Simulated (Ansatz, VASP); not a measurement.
Sn in VASP and in Ansatz

```
CELL_PARAMETERS angstrom
-2.89332 2.90922 1.59065
2.90922 -2.89332 1.59065
2.92248 2.92248 -1.56149
ATOMIC_POSITIONS crystal
Sn 0.00000 0.00000 0.00000
Sn 0.75000 0.25000 0.50000
```

Change from the starting cell: equal xy, yz and zx shear strains of +1 %.

Alike in both runs: task single point; functional LDA; k mesh 15 × 15 × 15; occupations fermi-dirac, width 0.05 eV; no spin polarisation.

|  | VASP | Ansatz |
| --- | --- | --- |
| version | VASP 6.6.1 | Ansatz 0.2.0 |
| potentials or method | VASP PAW LDA potentials, release 64 (Sn_d), cutoff 520 eV | all-electron LAPW, scalar-relativistic |

```csv
,VASP,Ansatz,Ansatz less VASP
pressure (GPa),-1.8,-1.8,+0.02
"traceless stress, the component that is largest in VASP (GPa)",-0.62,-0.64,-0.017
rms of the force components (eV/Å),0.016,0.016,-0.0001
```

LDA's correlation is that of Perdew and Zunger in VASP and of Perdew and Wang (1992) in Ansatz. Atom by atom the forces differ by 0.000 eV/Å (rms over components). Ansatz ran all-electron here, and VASP with PAW potentials.
